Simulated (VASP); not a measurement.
**TiO2: single point with r2SCAN**

TiO2:

```xyz
6
Lattice="4.5967 0.0000 0.0000 0.0000 4.5967 0.0000 0.0000 0.0000 2.9537" Properties=species:S:1:pos:R:3 pbc="T T T"
Ti    0.0000    0.0000    0.3000
Ti    2.2984    2.2984    1.4768
O     1.4002    1.4002    0.0000
O     0.8982    3.6986    1.4768
O     3.1965    3.1965    0.0000
O     3.6986    0.8982    1.4768
```

This cell differs from its parent crystal: atom 1 (Ti) moved +0.300 Å along Cartesian [0 0 1].

```
Program                : VASP 6.6.1
Task                   : single point
Functional             : r2SCAN
Potentials or basis    : VASP PAW PBE potentials, release 64 (Ti_sv, O)
Cutoff                 : 520 eV
k mesh                 : 6 × 6 × 10
Occupations            : gaussian, width 0.05 eV
Spin                   : no spin polarisation
Dipole correction      : no
Further INCAR settings : ALGO = Normal; EDIFF = 1e-06; NBANDS = 33
```

- Pressure: 8.3 GPa
- Largest force: 3.234 eV/Å
- Band gap on the k mesh: 2.59 eV (least direct gap 2.73 eV)

Forces on the atoms (eV/Å):
```
Ti   0.000  0.000 -3.234
Ti   0.000  0.000  0.099
O    0.023  0.023  0.104
O    1.068 -1.068  1.464
O   -0.023 -0.023  0.104
O   -1.068  1.068  1.464
```

Stress tensor (GPa, compression positive):
```
 7.12 -6.82  0.00
-6.82  7.12  0.00
 0.00  0.00 10.62
```

Levels at points of the mesh, in eV from the valence-band top:
| k point | band 21 | band 22 | band 23 | band 24 | band 25 | band 26 | band 27 | band 28 |
| --- | --- | --- | --- | --- | --- | --- | --- | --- |
| (0.00, 0.00, 0.00) | -0.91 | -0.77 | -0.49 | 0.00 | 2.73 | 3.18 | 3.23 | 3.58 |
| (0.50, 0.00, 0.00) | -1.83 | -1.31 | -0.80 | -0.68 | 2.85 | 3.17 | 3.99 | 4.51 |
| (0.50, 0.50, 0.00) | -1.93 | -1.22 | -1.17 | -1.14 | 2.59 | 3.19 | 3.61 | 3.91 |
| (0.00, 0.00, 0.50) | -2.64 | -1.90 | -1.41 | -1.22 | 3.19 | 3.75 | 4.19 | 4.43 |
| (0.50, 0.00, 0.50) | -1.91 | -1.83 | -1.30 | -0.86 | 2.60 | 2.99 | 3.80 | 4.51 |
| (0.50, 0.50, 0.50) | -1.72 | -0.89 | -0.65 | -0.50 | 2.83 | 3.79 | 3.81 | 4.15 |

Wall time 4.3 min on 1 thread of Intel(R) Xeon(R) 6975P-C (Granite Rapids) (shared host), peak memory 0.26 GiB.

Caveat: the cell differs from its parent crystal (atom 1 (Ti) moved +0.300 Å along Cartesian [0 0 1]); the cell stands under pressure; the PAW data sets were made with another functional, which shifts forces and pressure a little. A k mesh can miss the band edges.
